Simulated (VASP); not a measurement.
Wanted: the native input for a VASP 6.6.1 run.

```yaml
Task: single point
Functional: PBE
Potentials_or_basis: VASP PAW PBE potentials, release 64 (Cd, I)
Cutoff: 520 eV
k_mesh: 4 × 4 × 4
Occupations: gaussian, width 0.1 eV
Spin: no spin polarisation
Dipole_correction: no
Further_INCAR_settings: ALGO = Normal; EDIFF = 1e-06; NBANDS = 28
```

The structure of CdI4 lies in POSCAR:

```
CdI4
1.0
    6.2333745479      0.0000000000      0.0000000000
    0.0000000000      6.2333745479      0.0000000000
    0.0000000000      0.0000000000      6.2333745479
Cd I
1 4
Direct
    0.5000000000      0.5000000000      0.5000000000
    0.5000000000      0.0000000000      0.0000000000
    0.0000000000      0.5000000000      0.0000000000
    0.0000000000      0.0000000000      0.5000000000
    0.0000000000      0.0000000000      0.0000000000
```

The cell was built from a structure type or drawn by symmetry, and may not be a known phase.

The input as run:

INCAR

```
SYSTEM = CdI4
ALGO     = Normal         ! electronic algorithm
EDIFF    = 1E-6           ! SCF threshold, eV
ENCUT    = 520            ! plane-wave cutoff, eV
GGA      = PE             ! functional
ISIF     = 2              ! what is computed and relaxed
ISMEAR   = 0              ! smearing method
LASPH    = .True.         ! aspherical terms in the spheres
LCHARG   = .False.        ! write CHGCAR
LREAL    = .False.        ! projectors in reciprocal space
LWAVE    = .False.        ! write WAVECAR
NBANDS   = 28             ! bands
NELM     = 100            ! most SCF steps
PREC     = Accurate       ! precision mode
SIGMA    = 0.1            ! smearing width, eV
```

KPOINTS

```
k-points
0
Gamma
  4 4 4
  0 0 0
```

Potentials or basis: VASP PAW PBE potentials, release 64 (Cd, I).

Launch:

```console
$ cat potpaw_PBE.64/Cd/POTCAR potpaw_PBE.64/I/POTCAR > POTCAR
$ mpirun -np 1 vasp_std > vasp.out
```

It gave:

- Pressure: 0.1 GPa
- Band gap on the k mesh: zero (bands 20 and 21 overlap by 2.35 eV)

Caveat: spin-orbit coupling is left out, which moves the levels of the heavy elements.

It took 110 s on 1 thread of Intel Xeon 8259CL, on a shared host, peak memory 0.34 GiB.
